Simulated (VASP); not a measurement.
Set up this calculation in VASP 6.6.1, as the native input.

```yaml
Task: single point
Functional: LDA
Potentials_or_basis: VASP PAW LDA potentials, release 64 (Y_sv)
Cutoff: 520 eV
k_mesh: 8 × 8 × 3
Occupations: fermi-dirac, width 0.05 eV
Spin: no spin polarisation
Dipole_correction: no
Further_INCAR_settings: ALGO = Normal; EDIFF = 1e-07; NBANDS = 30
```

The structure of Y lies in POSCAR:

```
Y
1.0
    3.6425441402      0.0000000000      0.0000000000
   -1.8212720701      3.1545357598      0.0000000000
    0.0000000000      0.0000000000     11.8441303500
Y
4
Direct
    0.6666666667      0.3333333333      0.7500000000
    0.0000000000      0.0000000000      0.5000000000
    0.3333333333      0.6666666667      0.2500000000
    0.0000000000      0.0000000000      0.0000000000
```

These files were run (other wordings do the same):

INCAR

```
SYSTEM = Y
  PREC = Accurate
  ENCUT = 520
  EDIFF = 1E-7
  ISMEAR = -1
  SIGMA = 0.05
  LREAL = .False.
  LASPH = .True.
  NELM = 100
  ALGO = Normal
  ISIF = 2
  LWAVE = .False.
  LCHARG = .True.
  LELF = .True.
  LVHAR = .True.
  NBANDS = 30
```

KPOINTS

```
Automatic mesh
0
Gamma
  8 8 3
  0 0 0
```

Potentials or basis: VASP PAW LDA potentials, release 64 (Y_sv).

Command:

```console
$ cat potpaw_LDA.64/Y_sv/POTCAR > POTCAR
$ mpirun -np 1 vasp_std > vasp.out
```

Results of the run:

```json
{
 "Pressure": "-5.3 GPa",
 "Band gap on the k mesh": "zero (bands 22 and 23 overlap by 0.99 eV)"
}
```

Caveat: the cell stands under tension.

It took 2.6 min on 1 thread of Intel Xeon 8259CL, with other jobs on the host, peak memory 0.25 GiB.
